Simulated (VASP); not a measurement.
# B5P (P3m1) in VASP: single point with PBE

Aim: the single point of B5P with PBE.

Program: VASP 6.6.1. These are calculated values, not measurements. Logs are shortened: lines on timing, memory, paths and dates and some standing lists are left out, and cuts for length are marked.

**1. The cell of the first run**

Symmetry: P3m1, No. 156, trigonal system. The conventional cell has a = 4.432 Å, b = 4.432 Å, c = 3.356 Å, α = 90.00°, β = 90.00°, γ = 120.00°. B (site symmetry 3m) has 5 B at 1.67 to 1.80 Å within 2.2 Å. Within 2.2 Å of B (site symmetry 3m) lie 5 B at 1.67 to 1.79 Å. B (site symmetry m) has 4 B at 1.69 to 1.80 Å within 2.2 Å. Within 3.0 Å of P (site symmetry 3m) lie 12 B at 2.24 to 2.70 Å.

**2. Single point, PBE**

The input, INCAR:

```
PREC     = Accurate       # precision mode
ENCUT    = 500            # plane-wave cutoff, eV
EDIFF    = 1E-6           # SCF threshold, eV
ISMEAR   = 0              # smearing method
SIGMA    = 0.2            # smearing width, eV
LREAL    = F              # projectors in reciprocal space
LASPH    = T              # aspherical terms in the spheres
NELM     = 120            # most SCF steps
ALGO     = Normal         # electronic algorithm
ISIF     = 2              # what is computed and relaxed
LWAVE    = F              # write WAVECAR
LCHARG   = F              # write CHGCAR
GGA      = PE             # functional
NBANDS   = 19             # bands
GGA_COMPAT= F
```

The input, KPOINTS:

```
Automatic mesh
0
Gamma
  5 5 4
```

The input, POSCAR:

```
B5P
1.0
    4.4321334487      0.0000000000      0.0000000000
   -2.2160667243      3.8383401595      0.0000000000
    0.0000000000      0.0000000000      3.3559548606
B P
5 1
Direct
    0.3333333333      0.6666666667      0.4148254185
    0.3333333333      0.6666666667      0.9158410905
    0.1269556124      0.8730443876      0.6664805077
    0.1269556124      0.2539112249      0.6664805077
    0.7460887751      0.8730443876      0.6664805077
    0.6666666667      0.3333333333      0.6572100579
```

Potentials or basis: VASP PAW PBE potentials, release 64 (B, P).

The run is started by

```console
$ cat potpaw_PBE.64/B/POTCAR potpaw_PBE.64/P/POTCAR > POTCAR
$ mpirun -np 1 vasp_std > vasp.out
```

OUTCAR:

```text
PREC = Accurate
   ENCUT = 500
   EDIFF = 1E-6
   ISMEAR = 0
   LREAL = F
   LASPH = T
   NELM = 120
   ISIF = 2
   GGA = PE

 ion  position               nearest neighbor table
   1  0.333  0.667  0.415-   2 1.67   2 1.68   4 1.80   3 1.80   5 1.80
   2  0.333  0.667  0.916-   1 1.67   1 1.68   4 1.79   3 1.79   5 1.79
   3  0.127  0.873  0.666-   4 1.69   5 1.69   2 1.79   1 1.80   6 2.24   6 2.24
   4  0.127  0.254  0.666-   3 1.69   5 1.69   2 1.79   1 1.80   6 2.24   6 2.24
   5  0.746  0.873  0.666-   4 1.69   3 1.69   2 1.79   1 1.80   6 2.24   6 2.24
   6  0.667  0.333  0.657-   5 2.24   4 2.24   3 2.24   3 2.24   5 2.24   4 2.24

  LATTYP: Found a hexagonal cell.
 ALAT       =     4.4321334487
 C/A-ratio  =     0.7571872326

  Lattice vectors:

 A1 = (   4.4321334487,   0.0000000000,   0.0000000000)
 A2 = (  -2.2160667243,   3.8383401595,   0.0000000000)
 A3 = (   0.0000000000,   0.0000000000,   3.3559548606)

Analysis of symmetry for initial positions (statically):
=====================================================================
 Subroutine PRICEL returns:
 Original cell was already a primitive cell.

 Routine SETGRP: Setting up the symmetry group for a
 hexagonal supercell.

 Subroutine GETGRP returns: Found  6 space group operations
 (whereof  6 operations were pure point group operations)
 out of a pool of 24 trial point group operations.

The static configuration has the point symmetry C_3v.

Analysis of symmetry for dynamics (positions and initial velocities):
=====================================================================
 Subroutine PRICEL returns:
 Original cell was already a primitive cell.

 Routine SETGRP: Setting up the symmetry group for a
 hexagonal supercell.

 Subroutine GETGRP returns: Found  6 space group operations
 (whereof  6 operations were pure point group operations)
 out of a pool of 24 trial point group operations.

The dynamic configuration has the point symmetry C_3v.

 Subroutine INISYM returns: Found  6 space group operations
 (whereof  6 operations are pure point group operations),
 and found     1 'primitive' translations

----------------------------------------------------------------------------------------

                                     Primitive cell

  volume of cell :      57.0916

  direct lattice vectors                    reciprocal lattice vectors
     4.432133449  0.000000000  0.000000000     0.225624975  0.130264640  0.000000000
    -2.216066724  3.838340159  0.000000000     0.000000000  0.260529280  0.000000000
     0.000000000  0.000000000  3.355954861     0.000000000  0.000000000  0.297977786

  length of vectors
     4.432133449  4.432133449  3.355954861     0.260529280  0.260529280  0.297977786

  position of ions in fractional coordinates (direct lattice)
     0.333333333  0.666666667  0.414825419
     0.333333333  0.666666667  0.915841091
     0.126955612  0.873044388  0.666480508
     0.126955612  0.253911225  0.666480508
     0.746088775  0.873044388  0.666480508
     0.666666667  0.333333333  0.657210058

  ion indices of the primitive-cell ions
   primitive index   ion index
                 1           1
                 2           2
                 3           3
                 4           4
                 5           5
                 6           6

----------------------------------------------------------------------------------------

 KPOINTS: Automatic mesh

Automatic generation of k-mesh.
 Grid dimensions read from file:
 generate k-points for:    5    5    4

 Generating k-lattice:

  Cartesian coordinates                     Fractional coordinates (reciprocal lattice)
     0.045124995  0.026052928  0.000000000     0.200000000  0.000000000  0.000000000
     0.000000000  0.052105856  0.000000000     0.000000000  0.200000000  0.000000000
     0.000000000  0.000000000  0.074494447     0.000000000  0.000000000  0.250000000

  Length of vectors
     0.052105856  0.052105856  0.074494447

  Shift w.r.t. Gamma in fractional coordinates (k-lattice)
     0.000000000  0.000000000  0.000000000

 Subroutine IBZKPT returns following result:
 ===========================================

 Found     17 irreducible k-points:

 Following reciprocal coordinates:
            Coordinates               Weight
  0.000000  0.000000  0.000000      1.000000
  0.200000  0.000000  0.000000      6.000000
  0.400000  0.000000  0.000000      6.000000
  0.200000  0.200000  0.000000      6.000000
  0.400000  0.200000  0.000000      6.000000
  0.000000  0.000000  0.250000      2.000000
[... 9 lines left out ...]
  0.200000  0.200000  0.500000      6.000000
  0.400000  0.200000  0.500000      6.000000
   k-points           NKPTS =     17   k-points in BZ     NKDIM =     17   number of bands    NBANDS=     19
   number of dos      NEDOS =    301   number of ions     NIONS =      6
   total plane-waves  NPLWV =  24576
   dimension x,y,z NGX =    32 NGY =   32 NGZ =   24
   dimension x,y,z NGXF=    64 NGYF=   64 NGZF=   48
   ions per type =               5   1
   NGX,Y,Z   is equivalent  to a cutoff of  12.00, 12.00, 11.89 a.u.
   NGXF,Y,Z  is equivalent  to a cutoff of  24.01, 24.01, 23.78 a.u.
 SYSTEM =  unknown system
   PREC   = accura    normal or accurate (medium, high low for compatibility)
   ISTART =      0    job   : 0-new  1-cont  2-samecut
   ICHARG =      2    charge: 1-file 2-atom 10-const
   ISPIN  =      1    spin polarized calculation?
   LNONCOLLINEAR =      F non collinear calculations
   LSORBIT =      F    spin-orbit coupling
   LASPH  =      T    aspherical Exc in radial PAW
   ENCUT  =  500.0 eV  36.75 Ry    6.06 a.u.   8.08  8.08  6.12*2*pi/ulx,y,z
   NELM   =    120;   NELMIN=  2; NELMDL= -5     # of ELM steps
   EDIFF  = 0.1E-05   stopping-criterion for ELM
   LREAL  =      F    real-space projection
   EDIFFG = 0.1E-04   stopping-criterion for IOM
   NSW    =      0    number of steps for IOM
   IBRION =     -1    ionic relax: 0-MD 1-quasi-New 2-CG
   NFREE  =      0    steps in history (QN), initial steepest desc. (CG)
   ISIF   =      2    stress and relaxation
   ISYM   =      2    0-nonsym 1-usesym 2-fastsym
   POTIM  = 0.5000    time-step for ionic-motion
   TEBEG  =    0.0;   TEEND  =   0.0 temperature during run
   PSTRESS=    0.0 pullay stress
   NELECT =      20.0000    total number of electrons
   NUPDOWN=      -1.0000    fix difference up-down
   EMIN   =  10.00;   EMAX   =-10.00  energy-range for DOS
   EFERMI =   0.00;   METHOD = LEGACY
   ISMEAR =     0;   SIGMA  =   0.20  broadening in eV -4-tet -1-fermi 0-gaus
   EFERMI_NEDOS =   21; number of points for ismear=-14 and -15
   IALGO  =     38    algorithm
   IMIX   =      4    mixing-type and parameters
     AMIX     =   0.40;   BMIX     =  1.00
     AMIX_MAG =   1.60;   BMIX_MAG =  1.00
  volume/ion in A,a.u.               =       9.52        64.21
  Fermi-wavevector in a.u.,A,eV,Ry     =   1.154057  2.180852 18.120895  1.331848
  Thomas-Fermi vector in A             =   2.290697
   LORBIT       =      0    0 simple, 1 ext, 2 COOP (PROOUT), +10 PAW based schemes
   GGA     = PE    functional components
   LHFCALC =     F    Hartree Fock is set to
   AEXX    =    0.0000 exact exchange contribution
   IVDW    =     0    specifies the selected vdW correction
   LEPSILON=     F    determine dielectric tensor
   LRPA    =     F    only Hartree local field effects (RPA)
 non-spin polarized calculation
 Gauss-broadening in eV      SIGMA  =   0.20
  energy-cutoff  :      500.00
  volume of cell :       57.09
 maximum number of plane-waves:      1464
   NGX = 17   NGY = 17   NGZ = 13

 number of electron      19.9999999 magnetization

 Free energy of the ion-electron system (eV)
  ---------------------------------------------------
  ext. energy  EPLUGINS =         0.00000000
  ---------------------------------------------------
  free energy    TOTEN  =       -34.66316943 eV

  energy without entropy =      -34.62623397  energy(sigma->0) =      -34.64470170

 E-fermi :   5.9957     XC(G=0): -10.9442

 val. band max:        5.9570706888   @ k =   0.0000   0.2000   0.2500
 cond. band min:       6.0471082589   @ k =   0.4000   0.2000   0.5000
 fundamental gap:      0.0900375701
 Fermi energy:         5.9956866249

 k-point     1 :       0.0000    0.0000    0.0000
  band No.  band energies     occupation
      1      -9.7600      2.00000
      2      -3.8218      2.00000
      3      -1.5884      2.00000
      4      -1.5884      2.00000
      5      -1.3135      2.00000
      6      -0.4606      2.00000
[... 11 lines left out ...]
     18      14.4503      0.00000
     19      14.8256      0.00000

 k-point     2 :       0.2000    0.0000    0.0000
  band No.  band energies     occupation
      1      -9.4404      2.00000
      2      -4.8300      2.00000
      3      -3.3674      2.00000
      4      -2.3772      2.00000
      5      -0.1849      2.00000
      6       0.8663      2.00000
[... 11 lines left out ...]
     18      14.6229      0.00000
     19      15.2325      0.00000

 k-point     3 :       0.4000    0.0000    0.0000
  band No.  band energies     occupation
      1      -8.5232      2.00000
      2      -6.7497      2.00000
      3      -4.0413      2.00000
      4      -2.9706      2.00000
      5       1.1808      2.00000
      6       1.3489      2.00000
[... 11 lines left out ...]
     18      14.6052      0.00000
     19      14.7633      0.00000

 k-point     4 :       0.2000    0.2000    0.0000
  band No.  band energies     occupation
      1      -8.8138      2.00000
      2      -5.8754      2.00000
      3      -5.0831      2.00000
      4      -1.3472      2.00000
      5      -0.1385      2.00000
      6       1.2692      2.00000
[... 11 lines left out ...]
     18      14.0711      0.00000
     19      14.9279      0.00000

 k-point     5 :       0.4000    0.2000    0.0000
  band No.  band energies     occupation
      1      -7.8791      2.00000
      2      -7.1380      2.00000
      3      -5.6476      2.00000
      4      -1.1941      2.00000
      5       1.1272      2.00000
      6       1.2968      2.00000
[... 11 lines left out ...]
     18      13.8859      0.00000
     19      14.3944      0.00000
[... 180 lines left out ...]
      2      -4.2142      2.00000
      3      -3.0063      2.00000
      4      -2.7980      2.00000
      5      -1.5009      2.00000
      6       0.7925      2.00000
[... 11 lines left out ...]
     18      15.5624      0.00000
     19      16.0328      0.00000

 k-point    15 :       0.4000    0.0000    0.5000
  band No.  band energies     occupation
      1      -7.6851      2.00000
      2      -5.9728      2.00000
      3      -3.5176      2.00000
      4      -2.3542      2.00000
      5      -2.0643      2.00000
      6       0.5618      2.00000
[... 11 lines left out ...]
     18      15.4806      0.00000
     19      16.0814      0.00000

 k-point    16 :       0.2000    0.2000    0.5000
  band No.  band energies     occupation
      1      -7.9684      2.00000
      2      -5.1335      2.00000
      3      -4.3993      2.00000
      4      -2.5236      2.00000
      5      -0.6920      2.00000
      6       0.8040      2.00000
[... 11 lines left out ...]
     18      15.0653      0.00000
     19      15.6580      0.00000

 k-point    17 :       0.4000    0.2000    0.5000
  band No.  band energies     occupation
      1      -7.0493      2.00000
      2      -6.3510      2.00000
      3      -4.9431      2.00000
      4      -2.0850      2.00000
      5      -0.4718      2.00000
      6       0.5312      2.00000
[... 11 lines left out ...]
     18      14.8742      0.00000
     19      14.9803      0.00000

------------------------ aborting loop because EDIFF is reached ----------------------------------------

  FORCE on cell =-STRESS in cart. coord.  units (eV):
  Direction    XX          YY          ZZ          XY          YZ          ZX
  --------------------------------------------------------------------------------------
  -------------------------------------------------------------------------------------
  Total        0.1309309      0.1309309     -0.0722400      0.0000000      0.0000000      0.0000000
  in kB        3.6743497      3.6743497     -2.0272891      0.0000000      0.0000000      0.0000000
  external PRESSURE =       1.7738035 kB  Pullay stress =       0.0000000 kB

 VOLUME and BASIS-vectors are now :
 -----------------------------------------------------------------------------
  energy-cutoff  :      500.00
  volume of cell :       57.09
      direct lattice vectors                 reciprocal lattice vectors
     4.432133449  0.000000000  0.000000000     0.225624975  0.130264640  0.000000000
    -2.216066724  3.838340159  0.000000000     0.000000000  0.260529280  0.000000000
     0.000000000  0.000000000  3.355954861     0.000000000  0.000000000  0.297977786

 POSITION                                       TOTAL-FORCE (eV/Angst)
 -----------------------------------------------------------------------------------
     -0.00000      2.55889      1.39214         0.000000     -0.000000     -0.004187
     -0.00000      2.55889      3.07352         0.000000      0.000000      0.011681
     -1.37204      3.35104      2.23668         0.002862     -0.001653     -0.009698
     -0.00000      0.97460      2.23668         0.000000      0.003305     -0.009698
      1.37204      3.35104      2.23668        -0.002862     -0.001653     -0.009698
      2.21607      1.27945      2.20557         0.000000      0.000000      0.021600
 -----------------------------------------------------------------------------------
    total drift:                               -0.000000      0.000000      0.000026

  FREE ENERGIE OF THE ION-ELECTRON SYSTEM (eV)
  ---------------------------------------------------
  free  energy   TOTEN  =       -34.6631694257 eV

  energy  without entropy=      -34.6262339668  energy(sigma->0) =      -34.64470170
```

Wall time 21 s (1 thread of Intel Xeon 8259CL, shared host); peak memory 0.16 GiB.

What came out:

* Free energy: -34.6632 eV
* Pressure: 0.2 GPa
* Largest force: 0.022 eV/Å
* Band gap on the k mesh: zero (band 10 reaches 8.15 eV, above the bottom of band 11 at 4.34 eV)

Forces on the atoms (eV/Å):
```
B    0.000  0.000 -0.004
B    0.000  0.000  0.012
B    0.003 -0.002 -0.010
B    0.000  0.003 -0.010
B   -0.003 -0.002 -0.010
P    0.000  0.000  0.022
```

Stress tensor (GPa, compression positive):
```
 0.37  0.00  0.00
 0.00  0.37  0.00
 0.00  0.00 -0.20
```

Caveat: the k points lie up to 0.47 Å⁻¹ apart.
